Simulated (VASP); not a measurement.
GaN, 2 atoms in the cell. Symmetry: Fm-3m, No. 225, cubic system. Conventional cell: a = 4.381 Å, b = 4.381 Å, c = 4.381 Å, α = 90.00°, β = 90.00°, γ = 90.00°. Within 2.9 Å of Ga (site symmetry m-3m) lie 6 N at 2.19 Å. Within 2.9 Å of N (site symmetry m-3m) lie 6 Ga at 2.19 Å. 

```yaml
Program: VASP 6.6.1
Task: single point
Functional: PBEsol
Potentials_or_basis: VASP PAW PBE potentials, release 64 (Ga_d, N)
Cutoff: 600 eV
k_mesh: 8 × 8 × 8
Occupations: fermi-dirac, width 0.1 eV
Spin: no spin polarisation
Dipole_correction: no
Further_INCAR_settings: ALGO = Normal; EDIFF = 1e-06; NBANDS = 16
```

Potentials or basis: VASP PAW PBE potentials, release 64 (Ga_d, N).

Command:

```sh
$ cat potpaw_PBE.64/Ga_d/POTCAR potpaw_PBE.64/N/POTCAR > POTCAR
$ mpirun -np 1 vasp_std > vasp.out
```

Hardware: 1 thread of AMD EPYC 7R13 Processor (Zen 3), with other jobs on the host.

Q: Estimate the wall time of this run.

A: Run time: 13 s on 1 thread of AMD EPYC 7R13 Processor (Zen 3), on a shared host, peak memory 0.13 GiB. Counts: scf iterations 14, k points 29.
